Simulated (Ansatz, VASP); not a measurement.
# Br in VASP and in Ansatz

```
Br
1.0
    -1.42349    1.42349    3.57752
     1.42349   -1.42349    3.57752
     1.42349    1.42349   -3.57752
Br
1
Direct
  0.00000 0.00000 0.00000
```

Alike in both runs: task single point; functional PBE; k mesh 13 × 13 × 13; occupations fermi-dirac, width 0.05 eV; no spin polarisation.

```csv
,VASP,Ansatz
version,VASP 6.6.1,Ansatz 0.2.0
potentials or method,"VASP PAW PBE potentials, release 64 (Br), cutoff 520 eV","all-electron LAPW, scalar-relativistic"
```

```csv
,VASP,Ansatz,Ansatz less VASP
gap on the k mesh at the Fermi level (eV),none,none,-
pressure (GPa),1.4,1.4,+0.01
"traceless stress, the component that is largest in VASP (GPa)",0.28,0.27,-0.006
```

A gap of «none» marks a metal or a gap that the smearing closes. Ansatz ran all-electron here, and VASP with PAW potentials.
